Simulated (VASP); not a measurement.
# SiO2 (Fddd) in VASP: a series of runs

The runs below take SiO2 through single point, with PBE, LDA.

Program: VASP 6.6.1. These are calculated values, not measurements. Logs are shortened: lines on timing, memory, paths and dates and some standing lists are left out, and cuts for length are marked.

## 1. The cell of the first run

Symmetry: Fddd, No. 70, orthorhombic system. Conventional cell: a = 4.719 Å, b = 9.433 Å, c = 14.726 Å, α = 90.00°, β = 90.00°, γ = 90.00°. Within 2.1 Å of Si (site symmetry 2) lie 4 O at 1.60 to 1.62 Å. Within 2.2 Å of O (site symmetry 2) lie 2 Si at 1.62 Å. O (site symmetry -1) has 2 Si at 1.60 Å within 2.1 Å.

## 2. Single point, PBE

INCAR

```
PREC = Accurate ; ENCUT = 520
EDIFF = 1E-6 ; ISMEAR = -1
SIGMA = 0.03 ; LREAL = False
LASPH = True ; NELM = 80
ALGO = Normal ; ISIF = 2
LWAVE = False ; LCHARG = False
GGA = PE ; NBANDS = 44
```

KPOINTS

```
Automatic mesh
0
Gamma
  4 4 4
```

POSCAR

```
SiO2
1.0
    0.0000000000      4.7162571100      7.3627753715
    2.3595806657      0.0000000000      7.3627753715
    2.3595806657      4.7162571100      0.0000000000
Si O
4 8
Direct
    0.9367689200      0.9367689200      0.5632310800
    0.6867689200      0.6867689200      0.3132310800
    0.3132310800      0.3132310800      0.6867689200
    0.5632310800      0.5632310800      0.9367689200
    0.0634396000      0.4365604000      0.0634396000
    0.4365604000      0.0634396000      0.4365604000
    0.8134396000      0.1865604000      0.8134396000
    0.1865604000      0.8134396000      0.1865604000
    0.1250000000      0.6250000000      0.6250000000
    0.6250000000      0.6250000000      0.6250000000
    0.6250000000      0.6250000000      0.1250000000
    0.6250000000      0.1250000000      0.6250000000
```

Potentials or basis: VASP PAW PBE potentials, release 64 (Si, O).

Started as:

```bash
> cat potpaw_PBE.64/Si/POTCAR potpaw_PBE.64/O/POTCAR > POTCAR
> mpirun -np 1 vasp_std > vasp.out
```

OUTCAR:

```text
PREC = Accurate
   ENCUT = 520
   EDIFF = 1E-6
   ISMEAR = -1
   LREAL = False
   LASPH = True
   NELM = 80
   ISIF = 2
   GGA = PE

 ion  position               nearest neighbor table
   1  0.937  0.937  0.563-   9 1.60  12 1.60   7 1.62   8 1.62   4 3.01   4 3.01
   2  0.687  0.687  0.313-  10 1.60  11 1.60   5 1.62   6 1.62   3 3.01   3 3.01
   3  0.313  0.313  0.687-   9 1.60  12 1.60   5 1.62   6 1.62   2 3.01   2 3.01
   4  0.563  0.563  0.937-  10 1.60  11 1.60   7 1.62   8 1.62   1 3.01   1 3.01
   5  0.063  0.437  0.063-   3 1.62   2 1.62
   6  0.437  0.063  0.437-   3 1.62   2 1.62
   7  0.813  0.187  0.813-   1 1.62   4 1.62
   8  0.187  0.813  0.187-   1 1.62   4 1.62
   9  0.125  0.625  0.625-   1 1.60   3 1.60
  10  0.625  0.625  0.625-   2 1.60   4 1.60
  11  0.625  0.625  0.125-   2 1.60   4 1.60
  12  0.625  0.125  0.625-   1 1.60   3 1.60

  LATTYP: Found a face centered orthorhombic cell.
 ALAT       =     4.7191613314
 B/A-ratio  =     1.9987691790
 C/A-ratio  =     3.1203745134

  Lattice vectors:

 A1 = (   0.0000000000,   4.7162571100,   7.3627753715)
 A2 = (   2.3595806657,   0.0000000000,   7.3627753715)
 A3 = (   2.3595806657,   4.7162571100,   0.0000000000)

Analysis of symmetry for initial positions (statically):
=====================================================================
 Subroutine PRICEL returns:
 Original cell was already a primitive cell.

 Routine SETGRP: Setting up the symmetry group for a
 face centered orthorhombic supercell.

 Subroutine GETGRP returns: Found  8 space group operations
 (whereof  4 operations were pure point group operations)
 out of a pool of  8 trial point group operations.

The static configuration has the point symmetry D_2 .
 The point group associated with its full space group is D_2h.

Analysis of symmetry for dynamics (positions and initial velocities):
=====================================================================
 Subroutine PRICEL returns:
 Original cell was already a primitive cell.

 Routine SETGRP: Setting up the symmetry group for a
 face centered orthorhombic supercell.

 Subroutine GETGRP returns: Found  8 space group operations
 (whereof  4 operations were pure point group operations)
 out of a pool of  8 trial point group operations.

The dynamic configuration has the point symmetry D_2 .
 The point group associated with its full space group is D_2h.

 Subroutine INISYM returns: Found  8 space group operations
 (whereof  4 operations are pure point group operations),
 and found     1 'primitive' translations

----------------------------------------------------------------------------------------

                                     Primitive cell

  volume of cell :     163.8717

  direct lattice vectors                    reciprocal lattice vectors
     0.000000000  4.716257110  7.362775371    -0.211902058  0.106016273  0.067909175
     2.359580666  0.000000000  7.362775371     0.211902058 -0.106016273  0.067909175
     2.359580666  4.716257110  0.000000000     0.211902058  0.106016273 -0.067909175

  length of vectors
     8.743771629  7.731628683  5.273585312     0.246482430  0.246482430  0.246482430

  position of ions in fractional coordinates (direct lattice)
     0.936768920  0.936768920  0.563231080
     0.686768920  0.686768920  0.313231080
     0.313231080  0.313231080  0.686768920
     0.563231080  0.563231080  0.936768920
     0.063439600  0.436560400  0.063439600
     0.436560400  0.063439600  0.436560400
     0.813439600  0.186560400  0.813439600
     0.186560400  0.813439600  0.186560400
     0.125000000  0.625000000  0.625000000
     0.625000000  0.625000000  0.625000000
     0.625000000  0.625000000  0.125000000
     0.625000000  0.125000000  0.625000000

  ion indices of the primitive-cell ions
   primitive index   ion index
                 1           1
                 2           2
                 3           3
                 4           4
                 5           5
                 6           6
                 7           7
                 8           8
                 9           9
                10          10
                11          11
                12          12

----------------------------------------------------------------------------------------

 KPOINTS: Automatic mesh

Automatic generation of k-mesh.
 Grid dimensions read from file:
 generate k-points for:    4    4    4

 Generating k-lattice:

  Cartesian coordinates                     Fractional coordinates (reciprocal lattice)
    -0.052975515  0.026504068  0.016977294     0.250000000  0.000000000  0.000000000
     0.052975515 -0.026504068  0.016977294     0.000000000  0.250000000 -0.000000000
     0.052975515  0.026504068 -0.016977294     0.000000000 -0.000000000  0.250000000

  Length of vectors
     0.061620608  0.061620608  0.061620608

  Shift w.r.t. Gamma in fractional coordinates (k-lattice)
     0.000000000  0.000000000  0.000000000

 Subroutine IBZKPT returns following result:
 ===========================================

 Found     18 irreducible k-points:

 Following reciprocal coordinates:
            Coordinates               Weight
  0.000000  0.000000  0.000000      1.000000
  0.250000  0.000000 -0.000000      8.000000
  0.500000  0.000000 -0.000000      4.000000
  0.250000  0.250000  0.000000      2.000000
  0.500000  0.250000 -0.000000      8.000000
 -0.250000  0.250000  0.000000      4.000000
[... 10 lines left out ...]
 -0.250000  0.250000  0.500000      2.000000
  0.000000  0.500000  0.500000      1.000000
   k-points           NKPTS =     18   k-points in BZ     NKDIM =     18   number of bands    NBANDS=     44
   number of dos      NEDOS =    301   number of ions     NIONS =     12
   total plane-waves  NPLWV = 168000
   dimension x,y,z NGX =    70 NGY =   60 NGZ =   40
   dimension x,y,z NGXF=   140 NGYF=  120 NGZF=   80
   ions per type =               4   8
   NGX,Y,Z   is equivalent  to a cutoff of  13.31, 12.90, 12.61 a.u.
   NGXF,Y,Z  is equivalent  to a cutoff of  26.62, 25.80, 25.22 a.u.
 SYSTEM =  unknown system
   PREC   = accura    normal or accurate (medium, high low for compatibility)
   ISTART =      0    job   : 0-new  1-cont  2-samecut
   ICHARG =      2    charge: 1-file 2-atom 10-const
   ISPIN  =      1    spin polarized calculation?
   LNONCOLLINEAR =      F non collinear calculations
   LSORBIT =      F    spin-orbit coupling
   LASPH  =      T    aspherical Exc in radial PAW
   ENCUT  =  520.0 eV  38.22 Ry    6.18 a.u.  16.26 14.38  9.81*2*pi/ulx,y,z
   NELM   =     80;   NELMIN=  2; NELMDL= -5     # of ELM steps
   EDIFF  = 0.1E-05   stopping-criterion for ELM
   LREAL  =      F    real-space projection
   EDIFFG = 0.1E-04   stopping-criterion for IOM
   NSW    =      0    number of steps for IOM
   IBRION =     -1    ionic relax: 0-MD 1-quasi-New 2-CG
   NFREE  =      0    steps in history (QN), initial steepest desc. (CG)
   ISIF   =      2    stress and relaxation
   ISYM   =      2    0-nonsym 1-usesym 2-fastsym
   POTIM  = 0.5000    time-step for ionic-motion
   TEBEG  =    0.0;   TEEND  =   0.0 temperature during run
   PSTRESS=    0.0 pullay stress
   NELECT =      64.0000    total number of electrons
   NUPDOWN=      -1.0000    fix difference up-down
   EMIN   =  10.00;   EMAX   =-10.00  energy-range for DOS
   EFERMI =   0.00;   METHOD = LEGACY
   ISMEAR =    -1;   SIGMA  =   0.03  broadening in eV -4-tet -1-fermi 0-gaus
   EFERMI_NEDOS =   21; number of points for ismear=-14 and -15
   IALGO  =     38    algorithm
   IMIX   =      4    mixing-type and parameters
     AMIX     =   0.40;   BMIX     =  1.00
     AMIX_MAG =   1.60;   BMIX_MAG =  1.00
  volume/ion in A,a.u.               =      13.66        92.16
  Fermi-wavevector in a.u.,A,eV,Ry     =   1.196649  2.261339 19.483127  1.431969
  Thomas-Fermi vector in A             =   2.332584
   LORBIT       =      0    0 simple, 1 ext, 2 COOP (PROOUT), +10 PAW based schemes
   GGA     = PE    functional components
   LHFCALC =     F    Hartree Fock is set to
   AEXX    =    0.0000 exact exchange contribution
   IVDW    =     0    specifies the selected vdW correction
   LEPSILON=     F    determine dielectric tensor
   LRPA    =     F    only Hartree local field effects (RPA)
 non-spin polarized calculation
  energy-cutoff  :      520.00
  volume of cell :      163.87
 maximum number of plane-waves:      4434
 NGX is ok and might be reduce to    70
   NGX = 33   NGY = 29   NGZ = 19

 number of electron      64.0000006 magnetization

 Free energy of the ion-electron system (eV)
  ---------------------------------------------------
  ext. energy  EPLUGINS =         0.00000000
  ---------------------------------------------------
  free energy    TOTEN  =       -94.69342817 eV

  energy without entropy =      -94.69342817  energy(sigma->0) =      -94.69342817

 E-fermi :   1.1019     XC(G=0):  -8.7093

 val. band max:        0.4818375859   @ k =   0.0000   0.0000   0.0000
 cond. band min:       6.2622868532   @ k =   0.0000   0.0000   0.0000
 fundamental gap:      5.7804492673
 Fermi energy:         1.1019442172

 k-point     1 :       0.0000    0.0000    0.0000
  band No.  band energies     occupation
      1     -18.9549      2.00000
      2     -18.0331      2.00000
      3     -18.0117      2.00000
      4     -16.9521      2.00000
      5     -16.9086      2.00000
      6     -16.8047      2.00000
[... 36 lines left out ...]
     43      12.4099      0.00000
     44      12.8803      0.00000

 k-point     2 :       0.2500    0.0000   -0.0000
  band No.  band energies     occupation
      1     -18.7577      2.00000
      2     -18.1677      2.00000
      3     -17.8276      2.00000
      4     -17.1722      2.00000
      5     -16.9326      2.00000
      6     -16.8537      2.00000
[... 744 lines left out ...]
 k-point    18 :       0.0000    0.5000    0.5000
  band No.  band energies     occupation
      1     -18.5026      2.00000
      2     -18.5026      2.00000
      3     -17.5516      2.00000
      4     -17.5516      2.00000
      5     -16.8491      2.00000
      6     -16.8491      2.00000
[... 36 lines left out ...]
     43      12.3099      0.00000
     44      12.3099      0.00000

------------------------ aborting loop because EDIFF is reached ----------------------------------------

  FORCE on cell =-STRESS in cart. coord.  units (eV):
  Direction    XX          YY          ZZ          XY          YZ          ZX
  --------------------------------------------------------------------------------------
  -------------------------------------------------------------------------------------
  Total        5.2084929      5.2396488      5.2338090      0.0000000      0.0000000      0.0000000
  in kB       50.9235662     51.2281778     51.1710822      0.0000000      0.0000000      0.0000000
  external PRESSURE =      51.1076087 kB  Pullay stress =       0.0000000 kB

 VOLUME and BASIS-vectors are now :
 -----------------------------------------------------------------------------
  energy-cutoff  :      520.00
  volume of cell :      163.87
      direct lattice vectors                 reciprocal lattice vectors
     0.000000000  4.716257110  7.362775371    -0.211902058  0.106016273  0.067909175
     2.359580666  0.000000000  7.362775371     0.211902058 -0.106016273  0.067909175
     2.359580666  4.716257110  0.000000000     0.211902058  0.106016273 -0.067909175

 POSITION                                       TOTAL-FORCE (eV/Angst)
 -----------------------------------------------------------------------------------
      3.53937      7.07439     13.79444        -0.000000      0.000000      0.031995
      2.35958      4.71626     10.11305        -0.000000     -0.000000      0.031995
      2.35958      4.71626      4.61250        -0.000000     -0.000000     -0.031995
      3.53937      7.07439      8.29389        -0.000000      0.000000     -0.031995
      1.17979      0.59839      3.68139         0.000000      0.367088     -0.000000
      1.17979      4.11786      3.68139         0.000000     -0.367088     -0.000000
      2.35958      7.67278      7.36278        -0.000000      0.367088      0.000000
      2.35958      1.75973      7.36278        -0.000000     -0.367088      0.000000
      2.94948      3.53719      5.52208        -0.000000      0.000000     -0.000000
      2.94948      5.89532      9.20347         0.000000     -0.000000      0.000000
      1.76969      3.53719      9.20347        -0.000000      0.000000      0.000000
      1.76969      5.89532      5.52208         0.000000      0.000000     -0.000000
 -----------------------------------------------------------------------------------
    total drift:                               -0.000000     -0.000000     -0.000000

  FREE ENERGIE OF THE ION-ELECTRON SYSTEM (eV)
  ---------------------------------------------------
  free  energy   TOTEN  =       -94.6934281672 eV

  energy  without entropy=      -94.6934281671  energy(sigma->0) =      -94.69342817
```

Run time: 8.7 min. Hardware: 1 thread of AMD EPYC 7R13, shared host; peak memory 0.41 GiB.

Results:

- Free energy: -94.6934 eV
- Pressure: 5.1 GPa
- Largest force: 0.367 eV/Å
- Band gap on the k mesh: 5.78 eV

Forces in eV/Å, atoms in the order of the input:
```
Si   0.000  0.000  0.032
Si   0.000  0.000  0.032
Si   0.000  0.000 -0.032
Si   0.000  0.000 -0.032
O    0.000  0.367  0.000
O    0.000 -0.367  0.000
O    0.000  0.367  0.000
O    0.000 -0.367  0.000
O    0.000  0.000  0.000
O    0.000  0.000  0.000
O    0.000  0.000  0.000
O    0.000  0.000  0.000
```

Caveat: the cell stands under pressure.

## 3. Single point, LDA

INCAR

```
ALGO     = Normal         # electronic algorithm
EDIFF    = 1E-6           # SCF threshold, eV
ENCUT    = 520            # plane-wave cutoff, eV
GGA      = CA             # functional
ISIF     = 2              # what is computed and relaxed
ISMEAR   = -1             # smearing method
LASPH    = True           # aspherical terms in the spheres
LCHARG   = False          # write CHGCAR
LREAL    = False          # projectors in reciprocal space
LWAVE    = False          # write WAVECAR
NBANDS   = 44             # bands
NELM     = 100            # most SCF steps
PREC     = Accurate       # precision mode
SIGMA    = 0.05           # smearing width, eV
```

KPOINTS

```
k-points
0
Gamma
  7 7 7
```

POSCAR is that of step 2.

Potentials or basis: VASP PAW LDA potentials, release 64 (Si, O).

Started as:

```bash
> cat potpaw_LDA.64/Si/POTCAR potpaw_LDA.64/O/POTCAR > POTCAR
> mpirun -np 1 vasp_std > vasp.out
```

Wall time 6.7 min (1 thread of AMD EPYC 9R45 (Zen 5), shared host); peak memory 0.48 GiB.

Results (log left out):

```
Free energy            : -103.6911 eV
Pressure               : -1.1 GPa
Largest force          : 0.038 eV/Å
Band gap on the k mesh : 5.53 eV
```

Forces in eV/Å, atoms in the order of the input:
```
Si   0.000  0.000  0.038
Si   0.000  0.000  0.038
Si   0.000  0.000 -0.038
Si   0.000  0.000 -0.038
O    0.000 -0.037  0.000
O    0.000  0.037  0.000
O    0.000 -0.037  0.000
O    0.000  0.037  0.000
O    0.000  0.000  0.000
O    0.000  0.000  0.000
O    0.000  0.000  0.000
O    0.000  0.000  0.000
```

Stress tensor (GPa, compression positive):
```
-1.27  0.00  0.00
 0.00 -1.07  0.00
 0.00  0.00 -1.08
```

Levels at points of the mesh, in eV from the valence-band top:
```csv
k point,band 28,band 29,band 30,band 31,band 32,band 33,band 34,band 35,band 36,band 37
"(0.00, 0.00, 0.00)",-0.78,-0.65,-0.43,-0.03,0.00,5.53,8.04,8.08,8.45,8.54
```

Caveat: an odd mesh through Γ misses points on the zone boundary, where band edges can lie.

## 4. Single point, PBE

INCAR

```
SYSTEM = SiO2
PREC = Accurate ; ENCUT = 600
EDIFF = 1E-6 ; ISMEAR = -1
SIGMA = 0.05 ; LREAL = .FALSE.
LASPH = .TRUE. ; NELM = 120
ALGO = Normal ; ISIF = 2
LWAVE = .FALSE. ; LCHARG = .TRUE.
GGA = PE ; LELF = .TRUE.
LVHAR = .TRUE. ; NBANDS = 44
GGA_COMPAT = .FALSE.
```

KPOINTS

```
regular mesh
0
G
  2 2 2
  0 0 0
```

POSCAR is that of step 3.

Potentials or basis: VASP PAW PBE potentials, release 64 (Si, O).

Started as:

```bash
> cat potpaw_PBE.64/Si/POTCAR potpaw_PBE.64/O/POTCAR > POTCAR
> mpirun -np 1 vasp_std > vasp.out
```

Wall time 53 s (1 thread of Intel Xeon 6975P-C (Granite Rapids), shared host); peak memory 0.41 GiB.

It converged, with:

- Free energy: -94.7046 eV
- Pressure: 4.8 GPa
- Largest force: 0.356 eV/Å
- Band gap on the k mesh: 5.78 eV

Forces in eV/Å, atoms in the order of the input:
```
Si   0.000  0.000  0.023
Si   0.000  0.000  0.023
Si   0.000  0.000 -0.023
Si   0.000  0.000 -0.023
O    0.000  0.356  0.000
O    0.000 -0.356  0.000
O    0.000  0.356  0.000
O    0.000 -0.356  0.000
O    0.000  0.000  0.000
O    0.000  0.000  0.000
O    0.000  0.000  0.000
O    0.000  0.000  0.000
```

Stress tensor (GPa, compression positive):
```
4.85 0.00 0.00
0.00 4.89 0.00
0.00 0.00 4.79
```

Levels at points of the mesh, in eV from the valence-band top:
| k point | band 29 | band 30 | band 31 | band 32 | band 33 | band 34 | band 35 | band 36 |
| --- | --- | --- | --- | --- | --- | --- | --- | --- |
| (0.00, 0.00, 0.00) | -0.64 | -0.43 | -0.04 | 0.00 | 5.78 | 8.31 | 8.39 | 8.72 |
| (0.50, 0.00, 0.00) | -0.61 | -0.57 | -0.32 | -0.26 | 8.20 | 8.81 | 8.93 | 9.53 |
| (0.50, 0.50, 0.00) | -0.62 | -0.62 | -0.16 | -0.16 | 6.93 | 6.93 | 8.82 | 8.82 |
| (0.50, 0.00, 0.50) | -0.87 | -0.87 | -0.26 | -0.26 | 7.94 | 7.94 | 9.57 | 9.57 |
| (0.00, 0.50, 0.50) | -0.90 | -0.90 | -0.12 | -0.12 | 8.23 | 8.23 | 9.11 | 9.11 |

Caveat: the k points lie up to 0.77 Å⁻¹ apart.

## 5. The runs side by side

| level | potentials or basis | k mesh | cutoff (eV) | smearing | gap on the mesh (eV) | pressure (GPa) | largest force (eV/Å) |
| --- | --- | --- | --- | --- | --- | --- | --- |
| PBE | VASP PAW PBE potentials, release 64 (Si, O) | 4 × 4 × 4 | 520 | fermi-dirac 0.03 eV | 5.78 | 5.1 | 0.37 |
| LDA | VASP PAW LDA potentials, release 64 (Si, O) | 7 × 7 × 7 | 520 | fermi-dirac 0.05 eV | 5.53 | -1.1 | 0.04 |
| PBE | VASP PAW PBE potentials, release 64 (Si, O) | 2 × 2 × 2 | 600 | fermi-dirac 0.05 eV | 5.78 | 4.8 | 0.36 |

Alike in all rows: task single point; no spin polarisation; cell as given.

Caveats: some runs use coarse meshes; the cell stands under pressure (at least some runs); an odd mesh through Γ misses points on the zone boundary, where band edges can lie (at least some runs).

Absolute energies hang on the potentials; compare differences alone.
